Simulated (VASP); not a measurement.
# Al3CrN4 (P4/mmm) in VASP: single point with PBE

Aim: the single point of Al3CrN4 with PBE.

The COD entry that gives the cell may itself be a prediction, so a difference from it is no test against experiment.

Everything below comes from runs of VASP 6.6.1. Logs are shortened: lines on timing, memory, paths and dates and some standing lists are left out, and cuts for length are marked.

## Step 1: The cell of the first run

Symmetry: P4/mmm, No. 123, tetragonal system. The conventional cell has a = 2.902 Å, b = 2.902 Å, c = 8.196 Å, α = 90.00°, β = 90.00°, γ = 90.00°. Al (site symmetry 4mm) has 6 N at 2.04 to 2.06 Å within 2.7 Å. Within 2.7 Å of Al (site symmetry 4/mmm) lie 6 N at 2.02 to 2.05 Å. Within 2.7 Å of Cr (site symmetry 4/mmm) lie 6 N at 2.05 to 2.08 Å. N (site symmetry 4mm) has 5 Al at 2.02 to 2.05 Å and 1 Cr at 2.08 Å within 2.7 Å. N (site symmetry 4/mmm) has 6 Al at 2.04 to 2.05 Å within 2.7 Å. N (site symmetry 4/mmm) has 4 Cr at 2.05 Å and 2 Al at 2.06 Å within 2.7 Å.

## Step 2: Single point, PBE, collinear spin, ferromagnetic start

INCAR

```
SYSTEM = Al3CrN4
ALGO = Normal ; EDIFF = 1E-7
ENCUT = 520 ; GGA = PE
ISIF = 2 ; ISMEAR = 0
ISPIN = 2 ; LASPH = .TRUE.
LCHARG = .FALSE. ; LMAXMIX = 4
LORBIT = 11 ; LREAL = .FALSE.
LWAVE = .FALSE. ; MAGMOM = 0 0 0 2.52 0 0 0 0
NBANDS = 34 ; NELM = 150
PREC = Accurate ; SIGMA = 0.1
```

KPOINTS

```
k-points
0
G
  14 14 6
  0 0 0
```

POSCAR

```
Al3CrN4
1.0
    2.9019868162      0.0000000000      0.0000000000
    0.0000000000      2.9019868162      0.0000000000
    0.0000000000      0.0000000000      8.1962437820
Al Cr N
3 1 4
Direct
    0.5000000000      0.5000000000      0.2510239862
    0.0000000000      0.0000000000      0.5000000000
    0.5000000000      0.5000000000      0.7489760138
    0.0000000000      0.0000000000      0.0000000000
    0.0000000000      0.0000000000      0.2537447361
    0.5000000000      0.5000000000      0.5000000000
    0.0000000000      0.0000000000      0.7462552639
    0.5000000000      0.5000000000      0.0000000000
```

Potentials or basis: VASP PAW PBE potentials, release 64 (Al, Cr_pv, N).

Launch:

```sh
> cat potpaw_PBE.64/Al/POTCAR potpaw_PBE.64/Cr_pv/POTCAR potpaw_PBE.64/N/POTCAR > POTCAR
> mpirun -np 1 vasp_std > vasp.out
```

OUTCAR:

```text
SYSTEM = Al3CrN4
   EDIFF = 1E-7
   ENCUT = 520
   GGA = PE
   ISIF = 2
   ISMEAR = 0
   ISPIN = 2
   LASPH = .TRUE.
   LORBIT = 11
   LREAL = .FALSE.
   NELM = 150
   PREC = Accurate

 ion  position               nearest neighbor table
   1  0.500  0.500  0.251-   6 2.04   5 2.05   5 2.05   5 2.05   5 2.05   8 2.06   2 2.89   2 2.89
                             2 2.89   2 2.89   4 2.91   4 2.91   4 2.91   4 2.91
   2  0.000  0.000  0.500-   5 2.02   7 2.02   6 2.05   6 2.05   6 2.05   6 2.05   3 2.89   3 2.89
                             1 2.89   3 2.89   1 2.89   1 2.89   3 2.89   1 2.89
   3  0.500  0.500  0.749-   6 2.04   7 2.05   7 2.05   7 2.05   7 2.05   8 2.06   2 2.89   2 2.89
                             2 2.89   2 2.89   4 2.91   4 2.91   4 2.91   4 2.91
   4  0.000  0.000  0.000-   8 2.05   8 2.05   8 2.05   8 2.05   5 2.08   7 2.08   3 2.91   3 2.91
                             1 2.91   3 2.91   1 2.91   1 2.91   3 2.91   1 2.91
   5  0.000  0.000  0.254-   2 2.02   1 2.05   1 2.05   1 2.05   1 2.05   4 2.08
   6  0.500  0.500  0.500-   1 2.04   3 2.04   2 2.05   2 2.05   2 2.05   2 2.05
   7  0.000  0.000  0.746-   2 2.02   3 2.05   3 2.05   3 2.05   3 2.05   4 2.08
   8  0.500  0.500  0.000-   4 2.05   4 2.05   4 2.05   4 2.05   1 2.06   3 2.06

  LATTYP: Found a simple tetragonal cell.
 ALAT       =     2.9019868162
 C/A-ratio  =     2.8243559675

  Lattice vectors:

 A1 = (   2.9019868162,   0.0000000000,   0.0000000000)
 A2 = (   0.0000000000,   2.9019868162,   0.0000000000)
 A3 = (   0.0000000000,   0.0000000000,   8.1962437820)

Analysis of symmetry for initial positions (statically):
=====================================================================
 Subroutine PRICEL returns:
 Original cell was already a primitive cell.

 Routine SETGRP: Setting up the symmetry group for a
 simple tetragonal supercell.

 Subroutine GETGRP returns: Found 16 space group operations
 (whereof 16 operations were pure point group operations)
 out of a pool of 16 trial point group operations.

The static configuration has the point symmetry D_4h.

Analysis of symmetry for dynamics (positions and initial velocities):
=====================================================================
 Subroutine PRICEL returns:
 Original cell was already a primitive cell.

 Routine SETGRP: Setting up the symmetry group for a
 simple tetragonal supercell.

 Subroutine GETGRP returns: Found 16 space group operations
 (whereof 16 operations were pure point group operations)
 out of a pool of 16 trial point group operations.

The dynamic configuration has the point symmetry D_4h.

Analysis of structural, dynamic, and magnetic symmetry:
=====================================================================
 Subroutine PRICEL returns:
 Original cell was already a primitive cell.
[... 168 lines left out ...]

 E-fermi :  10.6734     XC(G=0): -12.4387

 val. band max:       10.6728564907   @ k =   0.3571   0.3571   0.1667
 cond. band min:      10.6755635291   @ k =   0.3571   0.3571   0.0000
 fundamental gap:      0.0027070383
 Fermi energy:        10.6734486330

 spin component 1

 k-point     1 :       0.0000    0.0000    0.0000
  band No.  band energies     occupation
      1     -33.7656      1.00000
      2     -33.6482      1.00000
      3     -33.6481      1.00000
      4      -7.6088      1.00000
      5      -6.1143      1.00000
      6      -5.9242      1.00000
[... 829 lines left out ...]
     31      18.9688      0.00000
     32      19.8745      0.00000

 [... further k-points ...]

 spin component 2

 k-point     1 :       0.0000    0.0000    0.0000
  band No.  band energies     occupation
      1     -30.9748      1.00000
      2     -30.9748      1.00000
      3     -30.9688      1.00000
      4      -7.5550      1.00000
      5      -6.0646      1.00000
      6      -5.7996      1.00000
[... 829 lines left out ...]
     31      19.9715      0.00000
     32      20.0083      0.00000

 [... further k-points ...]

 [bands above 32 left out]

------------------------ aborting loop because EDIFF is reached ----------------------------------------

  FORCE on cell =-STRESS in cart. coord.  units (eV):
  Direction    XX          YY          ZZ          XY          YZ          ZX
  --------------------------------------------------------------------------------------
  -------------------------------------------------------------------------------------
  Total       -0.0349790     -0.0349790     -0.0193475      0.0000000      0.0000000      0.0000000
  in kB       -0.8119188     -0.8119188     -0.4490863      0.0000000      0.0000000      0.0000000
  external PRESSURE =      -0.6909746 kB  Pullay stress =       0.0000000 kB

 VOLUME and BASIS-vectors are now :
 -----------------------------------------------------------------------------
  energy-cutoff  :      520.00
  volume of cell :       69.02
      direct lattice vectors                 reciprocal lattice vectors
     2.901986816  0.000000000  0.000000000     0.344591503  0.000000000  0.000000000
     0.000000000  2.901986816  0.000000000     0.000000000  0.344591503  0.000000000
     0.000000000  0.000000000  8.196243782     0.000000000  0.000000000  0.122007108

 POSITION                                       TOTAL-FORCE (eV/Angst)
 -----------------------------------------------------------------------------------
      1.45099      1.45099      2.05745        -0.000000     -0.000000     -0.003017
      0.00000      0.00000      4.09812        -0.000000      0.000000      0.000000
      1.45099      1.45099      6.13879         0.000000     -0.000000      0.003017
      0.00000      0.00000      0.00000        -0.000000      0.000000      0.000000
      0.00000      0.00000      2.07975        -0.000000      0.000000      0.021354
      1.45099      1.45099      4.09812        -0.000000      0.000000      0.000000
      0.00000      0.00000      6.11649        -0.000000      0.000000     -0.021354
      1.45099      1.45099      0.00000        -0.000000      0.000000      0.000000
 -----------------------------------------------------------------------------------
    total drift:                                0.000000     -0.000000      0.000000

  FREE ENERGIE OF THE ION-ELECTRON SYSTEM (eV)
  ---------------------------------------------------
  free  energy   TOTEN  =       -62.0995717213 eV

  energy  without entropy=      -62.0928064369  energy(sigma->0) =      -62.09618908

 total charge

# of ion       s       p       d       tot
------------------------------------------
    1        0.314   0.379   0.000   0.693
    2        0.315   0.389   0.000   0.704
    3        0.314   0.379   0.000   0.693
    4        0.304   6.373   4.200  10.877
    5        1.222   2.604   0.000   3.826
    6        1.219   2.620   0.000   3.839
    7        1.222   2.604   0.000   3.826
    8        1.231   2.555   0.000   3.785
--------------------------------------------------
tot          6.140  17.903   4.200  28.242

 magnetization (x)

# of ion       s       p       d       tot
------------------------------------------
    1        0.007   0.002   0.000   0.008
    2       -0.000  -0.002   0.000  -0.003
    3        0.007   0.002   0.000   0.008
    4        0.021   0.021   2.604   2.646
    5       -0.000   0.011   0.000   0.011
    6        0.001   0.005   0.000   0.006
    7       -0.000   0.011   0.000   0.011
    8       -0.003   0.025   0.000   0.022
--------------------------------------------------
tot          0.031   0.074   2.604   2.709
```

OSZICAR:

```text
N       E                     dE             d eps       ncg     rms          rms(c)
DAV:   1     0.306580012809E+03    0.30658E+03   -0.19646E+04 19592   0.118E+03
[... 11 lines left out ...]
DAV:  13    -0.620995702034E+02    0.93195E-04   -0.31221E-03 26372   0.378E-01    0.138E-01
DAV:  14    -0.620995683292E+02    0.18742E-05   -0.29110E-04 25944   0.106E-01    0.615E-02
DAV:  15    -0.620995779146E+02   -0.95853E-05   -0.23024E-05 25396   0.359E-02    0.289E-02
DAV:  16    -0.620995730996E+02    0.48150E-05   -0.16597E-05 25862   0.318E-02    0.139E-02
DAV:  17    -0.620995717661E+02    0.13334E-05   -0.34485E-06 27158   0.179E-02    0.582E-03
DAV:  18    -0.620995717549E+02    0.11216E-07   -0.15155E-06 28440   0.117E-02    0.274E-03
DAV:  19    -0.620995717213E+02    0.33579E-07   -0.43605E-07 22658   0.513E-03
   1 F= -.62099572E+02 E0= -.62096189E+02  d E =-.676528E-02  mag=     2.8905
```

Wall time 11 min (1 thread of Intel Xeon 6975P-C, shared host); peak memory 0.57 GiB.

Results:

| Property | Result |
| --- | --- |
| Free energy | -62.0996 eV |
| Pressure | -0.1 GPa |
| Largest force | 0.021 eV/Å |
| Net moment | 2.89 μB per cell |
| Site moments | Al +0.01, -0.00; Cr +2.65; N +0.01, +0.02 μB |
| Valence electrons inside the program's atomic spheres | Al 0.69, 0.70; Cr 10.88; N 3.83, 3.84, 3.79 |

Forces in eV/Å, atoms in the order of the input:
```
Al   0.000  0.000 -0.003
Al   0.000  0.000  0.000
Al   0.000  0.000  0.003
Cr   0.000  0.000  0.000
N    0.000  0.000  0.021
N    0.000  0.000  0.000
N    0.000  0.000 -0.021
N    0.000  0.000  0.000
```

Caveat: a cell with one magnetic atom can't hold antiferromagnetic order, which such compounds often take. With open d or f shells a metallic result of PBE can be an artefact of self-interaction; +U or a hybrid may open a gap.
